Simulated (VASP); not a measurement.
A run of VASP 6.6.1 is set up as follows.

Contents of POSCAR:

```
TiB2
1.0
    3.0232014618      0.0000000000      0.0000000000
   -1.5116007309      2.6181692667      0.0000000000
    0.0000000000      0.0000000000      3.2268233334
Ti B
1 2
Direct
    0.0000000000      0.0000000000      0.0000000000
    0.3333333333      0.6666666667      0.5000000000
    0.6666666667      0.3333333333      0.5000000000
```

Contents of INCAR.step1:

```
SYSTEM = TiB2
ALGO = Normal ; EDIFF = 1E-4
ENCUT = 520 ; GGA = PE
ISMEAR = -1 ; LASPH = .True.
LCHARG = .False. ; LREAL = .False.
LWAVE = .True. ; NBANDS = 16
NELM = 100 ; PREC = Accurate
SIGMA = 0.02
```

The input INCAR.step2:

```
SYSTEM = TiB2
ALGO = Normal ; EDIFF = 1E-6
ENCUT = 520 ; ISIF = 2
ISMEAR = -1 ; ISTART = 1
LASPH = .True. ; LCHARG = .False.
LMIXTAU = .True. ; LREAL = .False.
LWAVE = .False. ; METAGGA = R2SCAN
NBANDS = 16 ; NELM = 100
PREC = Accurate ; SIGMA = 0.02
```

Contents of KPOINTS:

```
k-points
0
Gamma
  12 12 8
  0 0 0
```

Potentials or basis: VASP PAW PBE potentials, release 64 (Ti_sv, B).

Command:

```console
$ cat potpaw_PBE.64/Ti_sv/POTCAR potpaw_PBE.64/B/POTCAR > POTCAR
$ cp INCAR.step1 INCAR
$ mpirun -np 1 vasp_std > vasp.out
$ cp INCAR.step2 INCAR
$ mpirun -np 1 vasp_std > vasp.out
```

Problem. Estimate the pressure.

Solution. 0.8 GPa.

Problem. Predict the band gap on the k mesh.

Solution. Zero (bands 9 and 10 overlap by 0.72 eV).

Stress tensor (GPa, compression positive):
```
0.78 0.00 0.00
0.00 0.78 0.00
0.00 0.00 0.93
```

Caveat: the PAW data sets were made with another functional, which shifts forces and pressure a little.
